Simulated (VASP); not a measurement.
Te2MoW2S4, 9 atoms in the cell. The cell holds a slab with vacuum, 9 atoms: a = 3.297 Å, b = 3.297 Å, c = 30.502 Å, α = 90.00°, β = 90.00°, γ = 120.00°. 

- Program: VASP 6.6.1
- Task: single point
- Functional: PBEsol
- Potentials or basis: VASP PAW PBE potentials, release 64 (W_sv, Te, Mo_sv, S)
- Cutoff: 520 eV
- k mesh: 9 × 9 × 1
- Occupations: fermi-dirac, width 0.05 eV
- Spin: no spin polarisation
- Dipole correction: no
- Further INCAR settings: ALGO = Normal; EDIFF = 1e-06; NBANDS = 49

Potentials or basis: VASP PAW PBE potentials, release 64 (W_sv, Te, Mo_sv, S).

Command:

```bash
$ cat potpaw_PBE.64/W_sv/POTCAR potpaw_PBE.64/Te/POTCAR potpaw_PBE.64/Mo_sv/POTCAR potpaw_PBE.64/S/POTCAR > POTCAR
$ mpirun -np 1 vasp_std > vasp.out
```

Hardware: 1 thread of Intel Xeon 8259CL, with other jobs on the host.

Question: How long does it take, and how much memory?

Answer: Run time: 9.6 min on 1 thread of Intel Xeon 8259CL, with other jobs on the host, peak memory 0.57 GiB. Counts: scf iterations 26, k points 12.
